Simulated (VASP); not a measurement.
# Sc2Ru (Fm-3m) in VASP: notebook, part 2 of 3

VASP 6.6.1. Earlier steps stand in the parts before.

## 3. Single point, PBE

This run uses another cell than the first one, of 21.29 Å³/atom, 1.265 times its volume.

INCAR reads:

```
SYSTEM = Sc2Ru
ALGO = Normal
EDIFF = 1E-6
ENCUT = 520
GGA = PE
ISIF = 2
ISMEAR = 0
LASPH = .True.
LCHARG = .False.
LREAL = .False.
LWAVE = .False.
NBANDS = 25
NELM = 80
PREC = Accurate
SIGMA = 0.1
```

KPOINTS reads:

```
k-points
0
Gamma
  12 12 12
  0 0 0
```

POSCAR reads:

```
Sc2Ru
1.0
    0.0000000000      3.1724459001      3.1724459001
    3.1724459001      0.0000000000      3.1724459001
    3.1724459001      3.1724459001      0.0000000000
Sc Ru
2 1
Direct
    0.2500000000      0.2500000000      0.2500000000
    0.7500000000      0.7500000000      0.7500000000
    0.0000000000      0.0000000000      0.0000000000
```

Potentials or basis: VASP PAW PBE potentials, release 64 (Sc_sv, Ru_pv).

Run with:

```console
> cat potpaw_PBE.64/Sc_sv/POTCAR potpaw_PBE.64/Ru_pv/POTCAR > POTCAR
> mpirun -np 1 vasp_std > vasp.out
```

OUTCAR:

```text
SYSTEM = Sc2Ru
   EDIFF = 1E-6
   ENCUT = 520
   GGA = PE
   ISIF = 2
   ISMEAR = 0
   LASPH = .True.
   LREAL = .False.
   NELM = 80
   PREC = Accurate

 ion  position               nearest neighbor table
   1  0.250  0.250  0.250-   3 2.75   3 2.75   3 2.75   3 2.75   2 3.17   2 3.17   2 3.17   2 3.17
                             2 3.17   2 3.17
   2  0.750  0.750  0.750-   3 2.75   3 2.75   3 2.75   3 2.75   1 3.17   1 3.17   1 3.17   1 3.17
                             1 3.17   1 3.17
   3  0.000  0.000  0.000-   1 2.75   2 2.75   2 2.75   2 2.75   2 2.75   1 2.75   1 2.75   1 2.75

  LATTYP: Found a face centered cubic cell.
 ALAT       =     6.3448918002

  Lattice vectors:

 A1 = (   0.0000000000,   3.1724459001,   3.1724459001)
 A2 = (   3.1724459001,   0.0000000000,   3.1724459001)
 A3 = (   3.1724459001,   3.1724459001,   0.0000000000)

Analysis of symmetry for initial positions (statically):
=====================================================================
 Subroutine PRICEL returns:
 Original cell was already a primitive cell.

 Routine SETGRP: Setting up the symmetry group for a
 face centered cubic supercell.

 Subroutine GETGRP returns: Found 48 space group operations
 (whereof 48 operations were pure point group operations)
 out of a pool of 48 trial point group operations.

The static configuration has the point symmetry O_h .

Analysis of symmetry for dynamics (positions and initial velocities):
=====================================================================
 Subroutine PRICEL returns:
 Original cell was already a primitive cell.

 Routine SETGRP: Setting up the symmetry group for a
 face centered cubic supercell.

 Subroutine GETGRP returns: Found 48 space group operations
 (whereof 48 operations were pure point group operations)
 out of a pool of 48 trial point group operations.

The dynamic configuration has the point symmetry O_h .

 Subroutine INISYM returns: Found 48 space group operations
 (whereof 48 operations are pure point group operations),
 and found     1 'primitive' translations

----------------------------------------------------------------------------------------

                                     Primitive cell

  volume of cell :      63.8576

  direct lattice vectors                    reciprocal lattice vectors
     0.000000000  3.172445900  3.172445900    -0.157607101  0.157607101  0.157607101
     3.172445900  0.000000000  3.172445900     0.157607101 -0.157607101  0.157607101
     3.172445900  3.172445900  0.000000000     0.157607101  0.157607101 -0.157607101

  length of vectors
     4.486516018  4.486516018  4.486516018     0.272983506  0.272983506  0.272983506

  position of ions in fractional coordinates (direct lattice)
     0.250000000  0.250000000  0.250000000
     0.750000000  0.750000000  0.750000000
     0.000000000  0.000000000  0.000000000

  ion indices of the primitive-cell ions
   primitive index   ion index
                 1           1
                 2           2
                 3           3

----------------------------------------------------------------------------------------

 KPOINTS: k-points

Automatic generation of k-mesh.
 Grid dimensions read from file:
 generate k-points for:   12   12   12

 Generating k-lattice:

  Cartesian coordinates                     Fractional coordinates (reciprocal lattice)
    -0.013133925  0.013133925  0.013133925     0.083333333  0.000000000  0.000000000
     0.013133925 -0.013133925  0.013133925     0.000000000  0.083333333  0.000000000
     0.013133925  0.013133925 -0.013133925     0.000000000  0.000000000  0.083333333

  Length of vectors
     0.022748625  0.022748625  0.022748625

  Shift w.r.t. Gamma in fractional coordinates (k-lattice)
     0.000000000  0.000000000  0.000000000

 Subroutine IBZKPT returns following result:
 ===========================================

 Found     72 irreducible k-points:

 Following reciprocal coordinates:
            Coordinates               Weight
  0.000000  0.000000  0.000000      1.000000
  0.083333  0.000000  0.000000      8.000000
  0.166667  0.000000  0.000000      8.000000
  0.250000  0.000000  0.000000      8.000000
  0.333333  0.000000  0.000000      8.000000
  0.416667  0.000000  0.000000      8.000000
[... 16 lines left out ...]
  0.500000  0.166667  0.000000     24.000000
 -0.416667  0.166667  0.000000     24.000000
 [... further k-points ...]
   k-points           NKPTS =     72   k-points in BZ     NKDIM =     72   number of bands    NBANDS=     25
   number of dos      NEDOS =    301   number of ions     NIONS =      3
   total plane-waves  NPLWV =  46656
   dimension x,y,z NGX =    36 NGY =   36 NGZ =   36
   dimension x,y,z NGXF=    72 NGYF=   72 NGZF=   72
   ions per type =               2   1
   NGX,Y,Z   is equivalent  to a cutoff of  13.34, 13.34, 13.34 a.u.
   NGXF,Y,Z  is equivalent  to a cutoff of  26.68, 26.68, 26.68 a.u.
 SYSTEM =  Sc2Ru
   PREC   = accura    normal or accurate (medium, high low for compatibility)
   ISTART =      0    job   : 0-new  1-cont  2-samecut
   ICHARG =      2    charge: 1-file 2-atom 10-const
   ISPIN  =      1    spin polarized calculation?
   LNONCOLLINEAR =      F non collinear calculations
   LSORBIT =      F    spin-orbit coupling
   LASPH  =      T    aspherical Exc in radial PAW
   ENCUT  =  520.0 eV  38.22 Ry    6.18 a.u.   8.34  8.34  8.34*2*pi/ulx,y,z
   NELM   =     80;   NELMIN=  2; NELMDL= -5     # of ELM steps
   EDIFF  = 0.1E-05   stopping-criterion for ELM
   LREAL  =      F    real-space projection
   EDIFFG = 0.1E-04   stopping-criterion for IOM
   NSW    =      0    number of steps for IOM
   IBRION =     -1    ionic relax: 0-MD 1-quasi-New 2-CG
   NFREE  =      0    steps in history (QN), initial steepest desc. (CG)
   ISIF   =      2    stress and relaxation
   ISYM   =      2    0-nonsym 1-usesym 2-fastsym
   POTIM  = 0.5000    time-step for ionic-motion
   TEBEG  =    0.0;   TEEND  =   0.0 temperature during run
   PSTRESS=    0.0 pullay stress
   NELECT =      36.0000    total number of electrons
   NUPDOWN=      -1.0000    fix difference up-down
   EMIN   =  10.00;   EMAX   =-10.00  energy-range for DOS
   EFERMI =   0.00;   METHOD = LEGACY
   ISMEAR =     0;   SIGMA  =   0.10  broadening in eV -4-tet -1-fermi 0-gaus
   EFERMI_NEDOS =   21; number of points for ismear=-14 and -15
   IALGO  =     38    algorithm
   IMIX   =      4    mixing-type and parameters
     AMIX     =   0.40;   BMIX     =  1.00
     AMIX_MAG =   1.60;   BMIX_MAG =  1.00
  volume/ion in A,a.u.               =      21.29       143.64
  Fermi-wavevector in a.u.,A,eV,Ry     =   1.352399  2.555663 24.884818  1.828982
  Thomas-Fermi vector in A             =   2.479741
   LORBIT       =      0    0 simple, 1 ext, 2 COOP (PROOUT), +10 PAW based schemes
   GGA     = PE    functional components
   LHFCALC =     F    Hartree Fock is set to
   AEXX    =    0.0000 exact exchange contribution
   IVDW    =     0    specifies the selected vdW correction
   LEPSILON=     F    determine dielectric tensor
   LRPA    =     F    only Hartree local field effects (RPA)
 non-spin polarized calculation
 Gauss-broadening in eV      SIGMA  =   0.10
  energy-cutoff  :      520.00
  volume of cell :       63.86
 maximum number of plane-waves:      1759
 NGX is ok and might be reduce to    36
   NGX = 17   NGY = 17   NGZ = 17

 number of electron      36.0000000 magnetization

 Free energy of the ion-electron system (eV)
  ---------------------------------------------------
  ext. energy  EPLUGINS =         0.00000000
  ---------------------------------------------------
  free energy    TOTEN  =       -22.63069943 eV

  energy without entropy =      -22.62672361  energy(sigma->0) =      -22.62871152

 E-fermi :   5.1549     XC(G=0): -10.6161

 val. band max:        5.1536866594   @ k =  -0.2500   0.3333   0.0833
 cond. band min:       5.2122048360   @ k =  -0.2500   0.4167   0.1667
 fundamental gap:      0.0585181766
 Fermi energy:         5.1548833184

 k-point     1 :       0.0000    0.0000    0.0000
  band No.  band energies     occupation
      1     -44.1513      2.00000
      2     -44.0663      2.00000
      3     -36.5085      2.00000
      4     -36.5085      2.00000
      5     -36.5085      2.00000
      6     -22.8753      2.00000
[... 661 lines left out ...]
     24       7.8211      0.00000
     25       8.0023      0.00000

 [... further k-points ...]

------------------------ aborting loop because EDIFF is reached ----------------------------------------

  FORCE on cell =-STRESS in cart. coord.  units (eV):
  Direction    XX          YY          ZZ          XY          YZ          ZX
  --------------------------------------------------------------------------------------
  -------------------------------------------------------------------------------------
  Total        0.0698786      0.0698786      0.0698786     -0.0000000      0.0000000      0.0000000
  in kB        1.7532429      1.7532429      1.7532429     -0.0000000      0.0000000      0.0000000
  external PRESSURE =       1.7532429 kB  Pullay stress =       0.0000000 kB

 VOLUME and BASIS-vectors are now :
 -----------------------------------------------------------------------------
  energy-cutoff  :      520.00
  volume of cell :       63.86
      direct lattice vectors                 reciprocal lattice vectors
     0.000000000  3.172445900  3.172445900    -0.157607101  0.157607101  0.157607101
     3.172445900  0.000000000  3.172445900     0.157607101 -0.157607101  0.157607101
     3.172445900  3.172445900  0.000000000     0.157607101  0.157607101 -0.157607101

 POSITION                                       TOTAL-FORCE (eV/Angst)
 -----------------------------------------------------------------------------------
      1.58622      1.58622      1.58622        -0.000000     -0.000000     -0.000000
      4.75867      4.75867      4.75867         0.000000      0.000000      0.000000
      0.00000      0.00000      0.00000         0.000000     -0.000000     -0.000000
 -----------------------------------------------------------------------------------
    total drift:                                0.000000      0.000000      0.000000

  FREE ENERGIE OF THE ION-ELECTRON SYSTEM (eV)
  ---------------------------------------------------
  free  energy   TOTEN  =       -22.6306994315 eV

  energy  without entropy=      -22.6267236139  energy(sigma->0) =      -22.62871152
```

OSZICAR:

```text
N       E                     dE             d eps       ncg     rms          rms(c)
DAV:   1     0.609027045851E+03    0.60903E+03   -0.17773E+04  3616   0.155E+03
DAV:   2     0.184800387654E+02   -0.59055E+03   -0.58184E+03  3976   0.611E+02
DAV:   3    -0.242548225600E+02   -0.42735E+02   -0.40937E+02  6040   0.190E+02
DAV:   4    -0.253997717852E+02   -0.11449E+01   -0.11359E+01  5566   0.296E+01
DAV:   5    -0.254173357622E+02   -0.17564E-01   -0.17542E-01  5872   0.395E+00    0.109E+01
DAV:   6    -0.245567846733E+02    0.86055E+00   -0.24698E+01  5854   0.352E+01    0.140E+01
DAV:   7    -0.228633585082E+02    0.16934E+01   -0.11874E+01  5645   0.214E+01    0.366E+00
DAV:   8    -0.226492081092E+02    0.21415E+00   -0.15335E+00  5601   0.112E+01    0.139E+00
DAV:   9    -0.226621160328E+02   -0.12908E-01   -0.46983E-01  5836   0.612E+00    0.137E+00
DAV:  10    -0.226306698021E+02    0.31446E-01   -0.12717E-01  5810   0.274E+00    0.250E-01
DAV:  11    -0.226307716422E+02   -0.10184E-03   -0.41419E-03  6123   0.498E-01    0.849E-02
DAV:  12    -0.226307407075E+02    0.30935E-04   -0.97040E-04  5751   0.201E-01    0.520E-02
DAV:  13    -0.226306998255E+02    0.40882E-04   -0.23633E-04  5836   0.118E-01    0.442E-03
DAV:  14    -0.226306994315E+02    0.39400E-06   -0.28785E-06  3643   0.163E-02
   1 F= -.22630699E+02 E0= -.22628712E+02  d E =-.397582E-02
```

stdout:

```text
POSCAR found type information on POSCAR ScRu
 POSCAR found :  2 types and       3 ions
 scaLAPACK will be used
 LDA part: xc-table for (Slater+PW92), standard interpolation
 POSCAR, INCAR and KPOINTS ok, starting setup
 FFT: planning ... GRIDC
 FFT: planning ... GRID_SOFT
 FFT: planning ... GRID
 WAVECAR not read
 entering main loop
```

Run time: 50 s. Hardware: 1 thread of Intel Xeon 6975P-C (Granite Rapids), shared host; peak memory 0.27 GiB.

What came out:

```yaml
Free_energy: -22.6307 eV
Pressure: 0.2 GPa
Band_gap_on_the_k_mesh: zero (band 18 reaches 5.23 eV, above the bottom of band 19 at 5.03 eV)
```

Levels at points of the mesh, in eV from the Fermi level:
```csv
k point,band 14,band 15,band 16,band 17,band 18,band 19,band 20,band 21,band 22,band 23
"(0.00, 0.00, 0.00)",-2.30,-1.56,-1.56,-1.56,-0.12,-0.12,-0.12,2.32,2.32,3.84
"(0.50, 0.00, 0.00)",-1.90,-1.90,-1.62,-1.62,-1.58,0.83,0.83,2.14,2.14,2.23
"(0.50, 0.50, 0.00)",-1.79,-1.69,-1.58,-1.58,-0.85,0.49,2.10,2.10,2.30,2.54
```

[end of part 2 of 3]
